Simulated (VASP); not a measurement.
A run of VASP 6.6.1 is set up as follows.

Contents of INCAR:

```
SYSTEM = Mo
ALGO = Normal ; EDIFF = 1E-6
ENCUT = 500 ; GGA = PE
GGA_COMPAT = .FALSE. ; ISIF = 2
ISMEAR = 0 ; LASPH = .TRUE.
LCHARG = .FALSE. ; LREAL = .FALSE.
LWAVE = .FALSE. ; NBANDS = 13
NELM = 120 ; PREC = Accurate
SIGMA = 0.1
```

File KPOINTS:

```
k-points
0
G
  18 18 18
  0 0 0
```

POSCAR

```
Mo
1.0
    0.0000000000      2.0010658250      2.0010658250
    2.0010658250      0.0000000000      2.0010658250
    2.0010658250      2.0010658250      0.0000000000
Mo
1
Direct
    0.0000000000      0.0000000000      0.0000000000
```

Potentials or basis: VASP PAW PBE potentials, release 64 (Mo_sv).

The run is started by

```console
$ cat potpaw_PBE.64/Mo_sv/POTCAR > POTCAR
$ mpirun -np 1 vasp_std > vasp.out
```

Task: Predict the pressure.

Result: 0.5 GPa.

Task: Predict the band gap on the k mesh.

Result: Zero (band 7 reaches 15.77 eV, above the bottom of band 8 at 11.07 eV).
